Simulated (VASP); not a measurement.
The system is TaSiO4.

```
Ta Si O
1.0
     3.66608    0.00000    0.00000
    -1.83304    3.17492    0.00000
     0.00000    0.00000    7.25574
Ta Si O
1 1 4
Direct
  0.00000 0.00000 0.00000
  0.00000 0.00000 0.50000
  0.33333 0.66667 0.00000
  0.66667 0.33333 0.00000
  0.00000 0.00000 0.28315
  0.00000 0.00000 0.71685
```

Base run:

- Program: VASP 6.6.1
- Functional: PBE
- Potentials or basis: VASP PAW PBE potentials, release 64 (Ta_sv_GW, Si, O)
- Cutoff: 600 eV
- k mesh: 12 × 12 × 6
- Occupations: gaussian, width 0.1 eV
- Spin: no spin polarisation

Its results: pressure -0.1 GPa; largest force 0.115 eV/Å.

Q: The run is repeated on the same cell with these changes: potentials or basis from VASP PAW PBE potentials, release 64 (Ta_sv_GW, Si, O) to VASP PAW PBE potentials, release 64 (Ta_pv, Si, O); cutoff from 600 eV to 520 eV; further incar settings from ALGO = Normal; EDIFF = 1e-06; NBANDS = 30 to ALGO = Normal; EDIFF = 1e-06; NBANDS = 28; valence electrons from 41 to 39. What comes out?

A: Pressure 0.4 GPa; largest force 0.114 eV/Å.

Caveats: an odd number of electrons without spin polarisation forces a metal; a magnetic or distorted state may lie lower.
